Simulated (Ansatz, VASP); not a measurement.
One calculation of CaO, two programs

INCAR

```
SYSTEM = CaO
PREC = Accurate
ENCUT = 520
EDIFF = 1E-6
ISMEAR = 0
SIGMA = 0.01
LREAL = .False.
LASPH = .True.
NELM = 100
ALGO = Normal
ISIF = 2
LWAVE = .False.
LCHARG = .True.
LELF = .True.
LVHAR = .True.
NBANDS = 15
```

KPOINTS

```
regular mesh
0
Gamma
  8 8 8
  0 0 0
```

The input POSCAR:

```
CaO
1.0
    2.3068708221      2.3068708221      0.0000000000
   -2.3068708221      2.3068708221      0.0000000000
    0.0000000000      2.3068708221      2.3778783292
Ca O
1 1
Direct
    0.0000000000      0.0000000000      0.0000000000
    0.5000000000      0.5000000000      0.0000000000
```

Input for Ansatz:

```yaml
crystal:
  lattice:
    - [2.30687082213, 2.30687082213, 0.0]
    - [-2.30687082213, 2.30687082213, 0.0]
    - [0.0, 2.30687082213, 2.37787832917]
  atoms:
    - { symbol: Ca, position: [0.0, 0.0, 0.0] }
    - { symbol: O, position: [0.5, 0.5, 0.0] }
kpoints:
  mp_grid: { grid: [8, 8, 8] }
scf:
  occupations: { method: fixed }
  convergence: { dr2_threshold: 1.0e-10 }
hamiltonian:
  xc: lda
  pseudopotentials: { kind: all_electron, lapw: { basis_error: 0.0005 } }
output:
  forces: true
  stress: true
  eigenstates:
    kpoints:
      - [0.0, 0.0, 0.0]
      - [-0.5, 0.5, 0.0]
      - [-0.5, -0.5, -0.5]
      - [0.0, 0.0, -0.5]
      - [0.0, -0.5, -0.5]
      - [0.0, 0.5, 0.0]
      - [-0.5, 0.0, 0.0]
      - [-0.5, 0.0, -0.5]
  eigenvalues: true
```

Change from the starting cell: film at in-plane strain -0.02.

Alike in both runs: task single point; functional LDA; k mesh 8 × 8 × 8; no spin polarisation.

|  | VASP | Ansatz |
| --- | --- | --- |
| version | VASP 6.6.1 | Ansatz 0.2.0 |
| potentials or method | VASP PAW LDA potentials, release 64 (Ca_sv, O), cutoff 520 eV | all-electron LAPW, scalar-relativistic |
| occupations | gaussian, width 0.01 eV | fixed |

|  | VASP | Ansatz | Ansatz less VASP |
| --- | --- | --- | --- |
| gap on the k mesh at the Fermi level (eV) | 3.33 | 3.36 | +0.030 |
| pressure (GPa) | 5.6 | 4.5 | -1.09 |
| traceless stress, the component that is largest in VASP (GPa) | -4.69 | -4.48 | +0.207 |

LDA's correlation is that of Perdew and Zunger in VASP and of Perdew and Wang (1992) in Ansatz. Ansatz ran all-electron here, and VASP with PAW potentials.
